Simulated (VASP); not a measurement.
# LiSi16 (a cell with a defect) in VASP: single point with PBE+D3(BJ)

Aim: the single point of LiSi16 (a cell with a defect) with PBE+D3(BJ).

Everything below comes from runs of VASP 6.6.1. Logs are shortened: lines on timing, memory, paths and dates and some standing lists are left out, and cuts for length are marked.

## Step 1: The cell of the first run

The cell holds a defect, 17 atoms: a = 7.679 Å, b = 7.679 Å, c = 7.679 Å, α = 60.00°, β = 60.00°, γ = 60.00°.

## Step 2: Single point, PBE+D3(BJ)

INCAR reads:

```
PREC = Accurate ; ENCUT = 520
EDIFF = 1E-6 ; ISMEAR = -1
SIGMA = 0.05 ; LREAL = Auto
LASPH = T ; NELM = 60
ALGO = Normal ; ISIF = 2
LWAVE = F ; LCHARG = T
GGA = PE ; IVDW = 12
LELF = T ; LVHAR = T
NBANDS = 48 ; NELECT = 66.0
```

KPOINTS reads:

```
regular mesh
0
Gamma
  2 2 2
```

POSCAR reads:

```
LiSi16
1.0
    0.0000000000      5.4300000000      5.4300000000
    5.4300000000      0.0000000000      5.4300000000
    5.4300000000      5.4300000000      0.0000000000
Si Li
16 1
Direct
   -0.0035614180      0.0061921731     -0.0010072744
    0.1138156538      0.1417412523      0.1199744015
   -0.0211651934      0.0068232044      0.5071401473
    0.1156969613      0.1253214549      0.6256387661
    0.0040302947      0.5101870166      0.0105045120
    0.1303127072      0.6328198895      0.1331373849
   -0.0035618785      0.4986753223      0.5065097606
    0.1138147330      0.6196574586      0.6420587477
    0.5009313076      0.0065377532     -0.0147241252
    0.6231044199      0.1251850829      0.1183611418
    0.4890644567     -0.0086517495      0.4916661142
    0.6103592081      0.1164741252      0.6167919890
    0.5035865562      0.4985156538     -0.0011662983
    0.6355815838      0.6194955801      0.1198139963
    0.5009304788      0.4849581031      0.5068560773
    0.6231039595      0.6180431860      0.6255032228
    0.3067040516      0.8130791897      0.3133968692
```

Potentials or basis: VASP PAW PBE potentials, release 64 (Si, Li_sv).

The run is started by

```
> cat potpaw_PBE.64/Si/POTCAR potpaw_PBE.64/Li_sv/POTCAR > POTCAR
> mpirun -np 1 vasp_std > vasp.out
```

OUTCAR:

```text
PREC = Accurate
   ENCUT = 520
   EDIFF = 1E-6
   ISMEAR = -1
   LREAL = Auto
   LASPH = T
   NELM = 60
   ISIF = 2
   GGA = PE
   IVDW = 12
   NELECT = 66.0
 IVDW          = 12

 ion  position               nearest neighbor table
   1  0.996  0.006  0.999-  10 2.34   4 2.34   6 2.34   2 2.35
   2  0.114  0.142  0.120-   5 2.32  17 2.34   1 2.35   9 2.43   3 2.43
   3  0.979  0.007  0.507-  12 2.32  17 2.34   4 2.35   8 2.43   2 2.43
   4  0.116  0.125  0.626-   7 2.34   1 2.34  11 2.34   3 2.35
   5  0.004  0.510  0.011-   2 2.32   8 2.32  14 2.32   6 2.33
   6  0.130  0.633  0.133-   5 2.33  13 2.34   1 2.34   7 2.34
   7  0.996  0.499  0.507-  16 2.34   4 2.34   6 2.34   8 2.35
   8  0.114  0.620  0.642-   5 2.32  17 2.34   7 2.35  15 2.43   3 2.43
   9  0.501  0.007  0.985-  12 2.32  17 2.34  10 2.35  14 2.43   2 2.43
  10  0.623  0.125  0.118-  13 2.34   1 2.34  11 2.34   9 2.35
  11  0.489  0.991  0.492-  12 2.33  10 2.34  16 2.34   4 2.34
  12  0.610  0.116  0.617-   3 2.32   9 2.32  15 2.32  11 2.33
  13  0.504  0.499  0.999-  16 2.34  10 2.34   6 2.34  14 2.35
  14  0.636  0.619  0.120-   5 2.32  17 2.35  13 2.35  15 2.43   9 2.43
  15  0.501  0.485  0.507-  12 2.32  17 2.34  16 2.35  14 2.43   8 2.43
  16  0.623  0.618  0.626-  13 2.34   7 2.34  11 2.34  15 2.35
  17  0.307  0.813  0.313-   8 2.34   2 2.34   3 2.34  15 2.34   9 2.34  14 2.35

  LATTYP: Found a face centered cubic cell.
 ALAT       =    10.8600000000

  Lattice vectors:

 A1 = (   0.0000000000,   5.4300000000,   5.4300000000)
 A2 = (   5.4300000000,   0.0000000000,   5.4300000000)
 A3 = (   5.4300000000,   5.4300000000,   0.0000000000)

Analysis of symmetry for initial positions (statically):
=====================================================================
 Subroutine PRICEL returns:
 Original cell was already a primitive cell.

 Routine SETGRP: Setting up the symmetry group for a
 face centered cubic supercell.

 Subroutine GETGRP returns: Found  2 space group operations
 (whereof  1 operations were pure point group operations)
 out of a pool of 48 trial point group operations.

The static configuration has the point symmetry C_1 .
 The point group associated with its full space group is C_1h.

Analysis of symmetry for dynamics (positions and initial velocities):
=====================================================================
 Subroutine PRICEL returns:
 Original cell was already a primitive cell.

 Routine SETGRP: Setting up the symmetry group for a
 face centered cubic supercell.

 Subroutine GETGRP returns: Found  2 space group operations
 (whereof  1 operations were pure point group operations)
 out of a pool of 48 trial point group operations.

The dynamic configuration has the point symmetry C_1 .
 The point group associated with its full space group is C_1h.

 Subroutine INISYM returns: Found  2 space group operations
 (whereof  1 operations are pure point group operations),
 and found     1 'primitive' translations

----------------------------------------------------------------------------------------

                                     Primitive cell

  volume of cell :     320.2060

  direct lattice vectors                    reciprocal lattice vectors
     0.000000000  5.430000000  5.430000000    -0.092081031  0.092081031  0.092081031
     5.430000000  0.000000000  5.430000000     0.092081031 -0.092081031  0.092081031
     5.430000000  5.430000000  0.000000000     0.092081031  0.092081031 -0.092081031

  length of vectors
     7.679179644  7.679179644  7.679179644     0.159489025  0.159489025  0.159489025

  position of ions in fractional coordinates (direct lattice)
     0.996438582  0.006192173  0.998992726
     0.113815654  0.141741252  0.119974402
     0.978834807  0.006823204  0.507140147
     0.115696961  0.125321455  0.625638766
     0.004030295  0.510187017  0.010504512
     0.130312707  0.632819889  0.133137385
[... 9 lines left out ...]
     0.623103959  0.618043186  0.625503223
     0.306704052  0.813079190  0.313396869

  ion indices of the primitive-cell ions
   primitive index   ion index
                 1           1
                 2           2
                 3           3
                 4           4
                 5           5
                 6           6
[... 9 lines left out ...]
                16          16
                17          17

----------------------------------------------------------------------------------------

 KPOINTS: regular mesh

Automatic generation of k-mesh.
 Grid dimensions read from file:
 generate k-points for:    2    2    2

 Generating k-lattice:

  Cartesian coordinates                     Fractional coordinates (reciprocal lattice)
    -0.046040516  0.046040516  0.046040516     0.500000000  0.000000000  0.000000000
     0.046040516 -0.046040516  0.046040516     0.000000000  0.500000000  0.000000000
     0.046040516  0.046040516 -0.046040516     0.000000000  0.000000000  0.500000000

  Length of vectors
     0.079744512  0.079744512  0.079744512

  Shift w.r.t. Gamma in fractional coordinates (k-lattice)
     0.000000000  0.000000000  0.000000000

 Subroutine IBZKPT returns following result:
 ===========================================

 Found      6 irreducible k-points:

 Following reciprocal coordinates:
            Coordinates               Weight
  0.000000  0.000000  0.000000      1.000000
  0.500000  0.000000  0.000000      1.000000
  0.000000  0.500000  0.000000      2.000000
  0.500000  0.500000  0.500000      1.000000
  0.500000  0.500000  0.000000      2.000000
  0.000000  0.500000  0.500000      1.000000
   k-points           NKPTS =      6   k-points in BZ     NKDIM =      6   number of bands    NBANDS=     48
   number of dos      NEDOS =    301   number of ions     NIONS =     17
   total plane-waves  NPLWV = 216000
   dimension x,y,z NGX =    60 NGY =   60 NGZ =   60
   dimension x,y,z NGXF=   120 NGYF=  120 NGZF=  120
   ions per type =              16   1
   NGX,Y,Z   is equivalent  to a cutoff of  12.99, 12.99, 12.99 a.u.
   NGXF,Y,Z  is equivalent  to a cutoff of  25.98, 25.98, 25.98 a.u.
 SYSTEM =  unknown system
   PREC   = accura    normal or accurate (medium, high low for compatibility)
   ISTART =      0    job   : 0-new  1-cont  2-samecut
   ICHARG =      2    charge: 1-file 2-atom 10-const
   ISPIN  =      1    spin polarized calculation?
   LNONCOLLINEAR =      F non collinear calculations
   LSORBIT =      F    spin-orbit coupling
   LASPH  =      T    aspherical Exc in radial PAW
   ENCUT  =  520.0 eV  38.22 Ry    6.18 a.u.  14.28 14.28 14.28*2*pi/ulx,y,z
   NELM   =     60;   NELMIN=  2; NELMDL= -5     # of ELM steps
   EDIFF  = 0.1E-05   stopping-criterion for ELM
   LREAL  =      T    real-space projection
   EDIFFG = 0.1E-04   stopping-criterion for IOM
   NSW    =      0    number of steps for IOM
   IBRION =     -1    ionic relax: 0-MD 1-quasi-New 2-CG
   NFREE  =      0    steps in history (QN), initial steepest desc. (CG)
   ISIF   =      2    stress and relaxation
   ISYM   =      2    0-nonsym 1-usesym 2-fastsym
   POTIM  = 0.5000    time-step for ionic-motion
   TEBEG  =    0.0;   TEEND  =   0.0 temperature during run
   PSTRESS=    0.0 pullay stress
   NELECT =      66.0000    total number of electrons
   NUPDOWN=      -1.0000    fix difference up-down
   EMIN   =  10.00;   EMAX   =-10.00  energy-range for DOS
   EFERMI =   0.00;   METHOD = LEGACY
   ISMEAR =    -1;   SIGMA  =   0.05  broadening in eV -4-tet -1-fermi 0-gaus
   EFERMI_NEDOS =   21; number of points for ismear=-14 and -15
   IALGO  =     38    algorithm
   IMIX   =      4    mixing-type and parameters
     AMIX     =   0.40;   BMIX     =  1.00
     AMIX_MAG =   1.60;   BMIX_MAG =  1.00
  volume/ion in A,a.u.               =      18.84       127.11
  Fermi-wavevector in a.u.,A,eV,Ry     =   0.967044  1.827449 12.723821  0.935174
  Thomas-Fermi vector in A             =   2.096897
   LORBIT       =      0    0 simple, 1 ext, 2 COOP (PROOUT), +10 PAW based schemes
   GGA     = PE    functional components
   LHFCALC =     F    Hartree Fock is set to
   AEXX    =    0.0000 exact exchange contribution
   IVDW    =    12    specifies the selected vdW correction
   LEPSILON=     F    determine dielectric tensor
   LRPA    =     F    only Hartree local field effects (RPA)
 non-spin polarized calculation
  energy-cutoff  :      520.00
  volume of cell :      320.21
 maximum number of plane-waves:      8646
 NGX is ok and might be reduce to    60
   NGX = 29   NGY = 29   NGZ = 29

 number of electron      66.0000001 magnetization

 Free energy of the ion-electron system (eV)
  ---------------------------------------------------
  ext. energy  EPLUGINS =         0.00000000
  ---------------------------------------------------
  free energy    TOTEN  =       -92.92176264 eV

  energy without entropy =      -92.91243679  energy(sigma->0) =      -92.91709971

 E-fermi :   6.2104     XC(G=0):  -9.4410

 val. band max:        6.0540035213   @ k =   0.0000   0.0000   0.0000
 cond. band min:       6.3214198515   @ k =   0.0000   0.0000   0.0000
 fundamental gap:      0.2674163302
 Fermi energy:         6.2104355999

 k-point     1 :       0.0000    0.0000    0.0000
  band No.  band energies     occupation
      1     -40.2181      2.00000
      2      -5.9086      2.00000
      3      -3.6736      2.00000
      4      -3.6075      2.00000
      5      -3.6072      2.00000
      6      -3.5599      2.00000
[... 37 lines left out ...]
     44       8.2787      0.00000
     45       8.2790      0.00000

 k-point     2 :       0.5000    0.0000    0.0000
  band No.  band energies     occupation
      1     -40.2181      2.00000
      2      -5.1594      2.00000
      3      -5.0864      2.00000
      4      -3.3138      2.00000
      5      -3.3047      2.00000
      6      -3.2639      2.00000
[... 184 lines left out ...]
 k-point     6 :       0.0000    0.5000    0.5000
  band No.  band energies     occupation
      1     -40.2181      2.00000
      2      -4.8882      2.00000
      3      -4.7961      2.00000
      4      -3.9400      2.00000
      5      -3.9056      2.00000
      6      -3.8917      2.00000
[... 37 lines left out ...]
     44      10.2756      0.00000
     45      10.3424      0.00000
 [bands above 45 left out]

------------------------ aborting loop because EDIFF is reached ----------------------------------------

 Edisp (eV)   -5.45944

 E8    (eV) :    -2.2624

  FORCE on cell =-STRESS in cart. coord.  units (eV):
  Direction    XX          YY          ZZ          XY          YZ          ZX
  --------------------------------------------------------------------------------------
  -------------------------------------------------------------------------------------
  Total      -5.80782    -5.79486    -5.79486    -0.88747    -0.90989    -0.88747
  in kB     -29.05991   -28.99504   -28.99504    -4.44051    -4.55270    -4.44051
  external pressure =      -29.02 kB  Pullay stress =        0.00 kB

 VOLUME and BASIS-vectors are now :
 -----------------------------------------------------------------------------
  energy-cutoff  :      520.00
  volume of cell :      320.21
      direct lattice vectors                 reciprocal lattice vectors
     0.000000000  5.430000000  5.430000000    -0.092081031  0.092081031  0.092081031
     5.430000000  0.000000000  5.430000000     0.092081031 -0.092081031  0.092081031
     5.430000000  5.430000000  0.000000000     0.092081031  0.092081031 -0.092081031

 POSITION                                       TOTAL-FORCE (eV/Angst)
 -----------------------------------------------------------------------------------
      5.45815     10.83519      5.44429         0.009662     -0.003929      0.000424
      1.42112      1.26948      1.38767        -0.000119     -0.004657      0.007417
      2.79082      8.06884      5.35212        -0.000319      0.000245      0.000245
      4.07771      4.02545      1.30873         0.007063     -0.005873     -0.005873
      2.82736      0.07892      2.79220        -0.001779      0.003514      0.003514
      4.15915      1.43053      4.14381         0.007651      0.001584      0.001584
[... 9 lines left out ...]
      6.75246      6.77994      6.73943         0.003274     -0.004615     -0.005202
      6.11676      3.36715      6.08042        -0.012880     -0.002463     -0.002463
 -----------------------------------------------------------------------------------
    total drift:                               -0.001297      0.000194      0.000249

  FREE ENERGIE OF THE ION-ELECTRON SYSTEM (eV)
  ---------------------------------------------------
  free  energy   TOTEN  =       -98.3812070626 eV

  energy  without entropy=      -98.3718812046  energy(sigma->0) =      -98.37654413
```

Run time: 2.5 min. Hardware: 1 thread of Intel Xeon Platinum 8488C (Sapphire Rapids), shared host; peak memory 0.48 GiB.

What came out:

* Free energy: -98.3812 eV
* Largest force: 0.019 eV/Å
* Dispersion energy per atom: -0.321 eV

Forces in eV/Å, atoms in the order of the input:
```
Si   0.010 -0.004  0.000
Si   0.000 -0.005  0.007
Si   0.000  0.000  0.000
Si   0.007 -0.006 -0.006
Si  -0.002  0.004  0.004
Si   0.008  0.002  0.002
Si   0.010  0.000 -0.004
Si   0.000  0.007 -0.005
Si  -0.010 -0.004  0.013
Si   0.003 -0.005 -0.005
Si   0.001 -0.008 -0.008
Si  -0.009 -0.001 -0.001
Si   0.010  0.001  0.001
Si  -0.007  0.012  0.012
Si  -0.010  0.013 -0.004
Si   0.003 -0.005 -0.005
Li  -0.013 -0.002 -0.002
```

Levels at points of the mesh, in eV from the Fermi level:
| k point | band 30 | band 31 | band 32 | band 33 | band 34 | band 35 | band 36 | band 37 |
| --- | --- | --- | --- | --- | --- | --- | --- | --- |
| (0.00, 0.00, 0.00) | -1.21 | -0.21 | -0.16 | -0.16 | 0.11 | 0.47 | 0.47 | 0.57 |
| (0.50, 0.00, 0.00) | -0.99 | -0.98 | -0.96 | -0.90 | 0.89 | 1.12 | 1.28 | 1.32 |
| (0.00, 0.50, 0.00) | -0.99 | -0.98 | -0.96 | -0.90 | 0.89 | 1.12 | 1.28 | 1.32 |
| (0.50, 0.50, 0.50) | -0.97 | -0.97 | -0.88 | -0.88 | 1.09 | 1.10 | 1.15 | 1.55 |
| (0.50, 0.50, 0.00) | -1.59 | -1.56 | -1.48 | -1.43 | 0.79 | 0.96 | 2.03 | 2.12 |
| (0.00, 0.50, 0.50) | -1.59 | -1.56 | -1.48 | -1.44 | 0.79 | 0.96 | 2.03 | 2.12 |

Caveat: the k points lie up to 0.50 Å⁻¹ apart; the cell carries a net charge on a neutralising background, which shifts energy and pressure; the cell is charged against a uniform background, so pressure and absolute levels hang on convention; the cutoff is under 1.25 times the usual one of these potentials, so pressure, stress and relaxed cells hold a basis-set (Pulay) error.
